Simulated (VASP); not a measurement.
YZn, 2 atoms in the cell. It takes space group Pm-3m (No. 221, cubic). Conventional cell: a = 3.492 Å, b = 3.492 Å, c = 3.492 Å, α = 90.00°, β = 90.00°, γ = 90.00°. Y (site symmetry m-3m) has 8 Zn at 3.02 Å and 6 Y at 3.49 Å within 4.0 Å. Within 4.0 Å of Zn (site symmetry m-3m) lie 8 Y at 3.02 Å and 6 Zn at 3.49 Å. 

* Program: VASP 6.6.1
* Task: single point
* Functional: r2SCAN
* Potentials or basis: VASP PAW PBE potentials, release 64 (Y_sv, Zn)
* Cutoff: 520 eV
* k mesh: 12 × 12 × 12
* Occupations: gaussian, width 0.1 eV
* Spin: no spin polarisation
* Dipole correction: no
* Further INCAR settings: ALGO = Normal; EDIFF = 1e-06; NBANDS = 18

Potentials or basis: VASP PAW PBE potentials, release 64 (Y_sv, Zn).

The run is started by

```console
$ cat potpaw_PBE.64/Y_sv/POTCAR potpaw_PBE.64/Zn/POTCAR > POTCAR
$ cp INCAR.step1 INCAR
$ mpirun -np 1 vasp_std > vasp.out
$ cp INCAR.step2 INCAR
$ mpirun -np 1 vasp_std > vasp.out
```

Hardware: 1 thread of Intel Xeon 8259CL (shared host).

Question: Estimate the wall time of this run.

Answer: Run time: 5.8 min on 1 thread of Intel Xeon 8259CL (shared host), peak memory 0.24 GiB. Counts: k points 84.
